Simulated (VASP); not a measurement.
# ZnO (zincite) (P6_3mc) in VASP: a series of runs, part 2 of 2

VASP 6.6.1. Earlier steps stand in the parts before.

## 3. Single point, r2SCAN

POSCAR

```
ZnO
1.0
    3.2493080000      0.0000000000      0.0000000000
   -1.6246540000      2.8139832727      0.0000000000
    0.0000000000      0.0000000000      5.2057090000
Zn O
2 2
Direct
    0.6666666667      0.3333333333      0.0000000000
    0.3333333333      0.6666666667      0.5000000000
    0.3333333333      0.6666666667      0.8790100000
    0.6666666667      0.3333333333      0.3790100000
```

INCAR.step1

```
PREC = Accurate
ENCUT = 520
ISMEAR = -1
SIGMA = 0.05
LREAL = F
LASPH = T
NELM = 60
NBANDS = 26
GGA = PE
ALGO = Normal
EDIFF = 1E-4
LWAVE = T
LCHARG = F
```

INCAR.step2

```
PREC = Accurate
ENCUT = 520
EDIFF = 1E-6
ISMEAR = -1
SIGMA = 0.05
LREAL = F
LASPH = T
NELM = 60
ALGO = Normal
ISIF = 2
LWAVE = F
LCHARG = F
METAGGA = R2SCAN
LMIXTAU = T
NBANDS = 26
ISTART = 1
```

KPOINTS

```
Automatic mesh
0
Gamma
  9 9 5
```

Potentials or basis: VASP PAW PBE potentials, release 64 (Zn, O).

Command:

```
> cat potpaw_PBE.64/Zn/POTCAR potpaw_PBE.64/O/POTCAR > POTCAR
> cp INCAR.step1 INCAR
> mpirun -np 1 vasp_std > vasp.out
> cp INCAR.step2 INCAR
> mpirun -np 1 vasp_std > vasp.out
```

OUTCAR:

```text
PREC = Accurate
   ENCUT = 520
   EDIFF = 1E-6
   ISMEAR = -1
   LREAL = F
   LASPH = T
   NELM = 60
   ISIF = 2
   METAGGA = R2SCAN
   ISTART = 1

 ion  position               nearest neighbor table
   1  0.667  0.333  0.000-   4 1.97   3 1.98   3 1.98   3 1.98
   2  0.333  0.667  0.500-   3 1.97   4 1.98   4 1.98   4 1.98
   3  0.333  0.667  0.879-   2 1.97   1 1.98   1 1.98   1 1.98
   4  0.667  0.333  0.379-   1 1.97   2 1.98   2 1.98   2 1.98

  LATTYP: Found a hexagonal cell.
 ALAT       =     3.2493080000
 C/A-ratio  =     1.6020977390

  Lattice vectors:

 A1 = (   3.2493080000,   0.0000000000,   0.0000000000)
 A2 = (  -1.6246540000,   2.8139832727,   0.0000000000)
 A3 = (   0.0000000000,   0.0000000000,   5.2057090000)

Analysis of symmetry for initial positions (statically):
=====================================================================
 Subroutine PRICEL returns:
 Original cell was already a primitive cell.

 Routine SETGRP: Setting up the symmetry group for a
 hexagonal supercell.

 Subroutine GETGRP returns: Found 12 space group operations
 (whereof  6 operations were pure point group operations)
 out of a pool of 24 trial point group operations.

The static configuration has the point symmetry C_3v.
 The point group associated with its full space group is C_6v.

Analysis of symmetry for dynamics (positions and initial velocities):
=====================================================================
 Subroutine PRICEL returns:
 Original cell was already a primitive cell.

 Routine SETGRP: Setting up the symmetry group for a
 hexagonal supercell.

 Subroutine GETGRP returns: Found 12 space group operations
 (whereof  6 operations were pure point group operations)
 out of a pool of 24 trial point group operations.

The dynamic configuration has the point symmetry C_3v.
 The point group associated with its full space group is C_6v.

 Subroutine INISYM returns: Found 12 space group operations
 (whereof  6 operations are pure point group operations),
 and found     1 'primitive' translations

----------------------------------------------------------------------------------------

                                     Primitive cell

  volume of cell :      47.5984

  direct lattice vectors                    reciprocal lattice vectors
     3.249308000  0.000000000  0.000000000     0.307757836  0.177684070  0.000000000
    -1.624654000  2.813983273  0.000000000     0.000000000  0.355368139  0.000000000
     0.000000000  0.000000000  5.205709000     0.000000000  0.000000000  0.192096792

  length of vectors
     3.249308000  3.249308000  5.205709000     0.355368139  0.355368139  0.192096792

  position of ions in fractional coordinates (direct lattice)
     0.666666667  0.333333333  0.000000000
     0.333333333  0.666666667  0.500000000
     0.333333333  0.666666667  0.879010000
     0.666666667  0.333333333  0.379010000

  ion indices of the primitive-cell ions
   primitive index   ion index
                 1           1
                 2           2
                 3           3
                 4           4

----------------------------------------------------------------------------------------

 KPOINTS: Automatic mesh

Automatic generation of k-mesh.
 Grid dimensions read from file:
 generate k-points for:    9    9    5

 Generating k-lattice:

  Cartesian coordinates                     Fractional coordinates (reciprocal lattice)
     0.034195315  0.019742674  0.000000000     0.111111111  0.000000000  0.000000000
     0.000000000  0.039485349  0.000000000     0.000000000  0.111111111  0.000000000
     0.000000000  0.000000000  0.038419358     0.000000000  0.000000000  0.200000000

  Length of vectors
     0.039485349  0.039485349  0.038419358

  Shift w.r.t. Gamma in fractional coordinates (k-lattice)
     0.000000000  0.000000000  0.000000000

 Subroutine IBZKPT returns following result:
 ===========================================

 Found     36 irreducible k-points:

 Following reciprocal coordinates:
            Coordinates               Weight
  0.000000  0.000000  0.000000      1.000000
  0.111111  0.000000  0.000000      6.000000
  0.222222  0.000000  0.000000      6.000000
  0.333333  0.000000  0.000000      6.000000
  0.444444  0.000000  0.000000      6.000000
  0.111111  0.111111  0.000000      6.000000
[... 16 lines left out ...]
  0.333333  0.222222  0.200000     24.000000
  0.333333  0.333333  0.200000      4.000000
 [... further k-points ...]
   k-points           NKPTS =     36   k-points in BZ     NKDIM =     36   number of bands    NBANDS=     26
   number of dos      NEDOS =    301   number of ions     NIONS =      4
   total plane-waves  NPLWV =  23040
   dimension x,y,z NGX =    24 NGY =   24 NGZ =   40
   dimension x,y,z NGXF=    48 NGYF=   48 NGZF=   80
   ions per type =               2   2
   NGX,Y,Z   is equivalent  to a cutoff of  12.28, 12.28, 12.77 a.u.
   NGXF,Y,Z  is equivalent  to a cutoff of  24.56, 24.56, 25.55 a.u.
 SYSTEM =  unknown system
   PREC   = accura    normal or accurate (medium, high low for compatibility)
   ISTART =      1    job   : 0-new  1-cont  2-samecut
   ICHARG =      0    charge: 1-file 2-atom 10-const
   ISPIN  =      1    spin polarized calculation?
   LNONCOLLINEAR =      F non collinear calculations
   LSORBIT =      F    spin-orbit coupling
   LASPH  =      T    aspherical Exc in radial PAW
   ENCUT  =  520.0 eV  38.22 Ry    6.18 a.u.   6.04  6.04  9.68*2*pi/ulx,y,z
   NELM   =     60;   NELMIN=  2; NELMDL=  0     # of ELM steps
   EDIFF  = 0.1E-05   stopping-criterion for ELM
   LREAL  =      F    real-space projection
   EDIFFG = 0.1E-04   stopping-criterion for IOM
   NSW    =      0    number of steps for IOM
   IBRION =     -1    ionic relax: 0-MD 1-quasi-New 2-CG
   NFREE  =      0    steps in history (QN), initial steepest desc. (CG)
   ISIF   =      2    stress and relaxation
   ISYM   =      2    0-nonsym 1-usesym 2-fastsym
   POTIM  = 0.5000    time-step for ionic-motion
   TEBEG  =    0.0;   TEEND  =   0.0 temperature during run
   PSTRESS=    0.0 pullay stress
   NELECT =      36.0000    total number of electrons
   NUPDOWN=      -1.0000    fix difference up-down
   EMIN   =  10.00;   EMAX   =-10.00  energy-range for DOS
   EFERMI =   0.00;   METHOD = LEGACY
   ISMEAR =    -1;   SIGMA  =   0.05  broadening in eV -4-tet -1-fermi 0-gaus
   EFERMI_NEDOS =   21; number of points for ismear=-14 and -15
   IALGO  =     38    algorithm
   IMIX   =      4    mixing-type and parameters
     AMIX     =   0.40;   BMIX     =  1.00
     AMIX_MAG =   1.60;   BMIX_MAG =  1.00
  volume/ion in A,a.u.               =      11.90        80.30
  Fermi-wavevector in a.u.,A,eV,Ry     =   1.491574  2.818667 30.270160  2.224794
  Thomas-Fermi vector in A             =   2.604212
   LORBIT       =      0    0 simple, 1 ext, 2 COOP (PROOUT), +10 PAW based schemes
   METAGGA = R2SCAN    functional components
   LHFCALC =     F    Hartree Fock is set to
   AEXX    =    0.0000 exact exchange contribution
   IVDW    =     0    specifies the selected vdW correction
   LEPSILON=     F    determine dielectric tensor
   LRPA    =     F    only Hartree local field effects (RPA)
 non-spin polarized calculation
  energy-cutoff  :      520.00
  volume of cell :       47.60
 maximum number of plane-waves:      1308
   NGX = 13   NGY = 13   NGZ = 19

 number of electron      36.0000017 magnetization

 Free energy of the ion-electron system (eV)
  ---------------------------------------------------
  ext. energy  EPLUGINS =         0.00000000
  ---------------------------------------------------
  free energy    TOTEN  =       -36.31704789 eV

  energy without entropy =      -36.31704782  energy(sigma->0) =      -36.31704785

 E-fermi :   1.4970     XC(G=0): -11.6618

 val. band max:        0.8417295215   @ k =   0.0000   0.0000   0.0000
 cond. band min:       2.0729500195   @ k =   0.0000   0.0000   0.0000
 fundamental gap:      1.2312204980
 Fermi energy:         1.4969717347

 k-point     1 :       0.0000    0.0000    0.0000
  band No.  band energies     occupation
      1     -18.2337      2.00000
      2     -17.5400      2.00000
      3      -4.9647      2.00000
      4      -4.9647      2.00000
      5      -4.9219      2.00000
      6      -4.8368      2.00000
[... 18 lines left out ...]
     25      15.8777      0.00000
     26      15.8779      0.00000
[... 644 lines left out ...]
      4      -4.7247      2.00000
      5      -4.7247      2.00000
      6      -4.3679      2.00000
[... 18 lines left out ...]
     25      15.0372      0.00000
     26      16.3433      0.00000

 [... further k-points ...]
[... 5 lines left out ...]
  --------------------------------------------------------------------------------------
  -------------------------------------------------------------------------------------
  Total       -0.2108315     -0.2108315      0.3075652      0.0000000      0.0000000      0.0000000
  in kB       -7.0966561     -7.0966561     10.3527430      0.0000000      0.0000000      0.0000000
  external PRESSURE =      -1.2801897 kB  Pullay stress =       0.0000000 kB

 VOLUME and BASIS-vectors are now :
 -----------------------------------------------------------------------------
  energy-cutoff  :      520.00
  volume of cell :       47.60
      direct lattice vectors                 reciprocal lattice vectors
     3.249308000  0.000000000  0.000000000     0.307757836  0.177684070  0.000000000
    -1.624654000  2.813983273  0.000000000     0.000000000  0.355368139  0.000000000
     0.000000000  0.000000000  5.205709000     0.000000000  0.000000000  0.192096792

 POSITION                                       TOTAL-FORCE (eV/Angst)
 -----------------------------------------------------------------------------------
      1.62465      0.93799      0.00000        -0.000000      0.000000     -0.086035
     -0.00000      1.87599      2.60285         0.000000      0.000000     -0.086035
     -0.00000      1.87599      4.57587         0.000000      0.000000      0.086035
      1.62465      0.93799      1.97302         0.000000      0.000000      0.086035
 -----------------------------------------------------------------------------------
    total drift:                                0.000000      0.000000     -0.087094

  FREE ENERGIE OF THE ION-ELECTRON SYSTEM (eV)
  ---------------------------------------------------
  free  energy   TOTEN  =       -36.3170478871 eV

  energy  without entropy=      -36.3170478187  energy(sigma->0) =      -36.31704785
```

It took 54 s on 1 thread of Intel Xeon 6975P-C (Granite Rapids), shared host; peak memory 0.18 GiB.

Results:

- Free energy: -36.3170 eV
- Pressure: -0.1 GPa
- Largest force: 0.086 eV/Å
- Band gap on the k mesh: 1.23 eV, direct

Forces in eV/Å, atoms in the order of the input:
```
Zn   0.000  0.000 -0.086
Zn   0.000  0.000 -0.086
O    0.000  0.000  0.086
O    0.000  0.000  0.086
```

Stress tensor (GPa, compression positive):
```
-0.71  0.00  0.00
 0.00 -0.71  0.00
 0.00  0.00  1.04
```

Caveat: the PAW data sets were made with another functional, which shifts forces and pressure a little.

## 4. Against experiment

Step 3. A measured gap of ZnO is 3.37 eV (quoted in “Electronic structure of alkaline earth and post-transition metal oxides”, 2009, arxiv:0908.1581); the calculated 1.23 eV misses it by -2.14 eV. So large a miss can be the level of theory's own, or it may mean another phase, state or a wrong row. The value is that of r2SCAN, without temperature or zero-point motion.
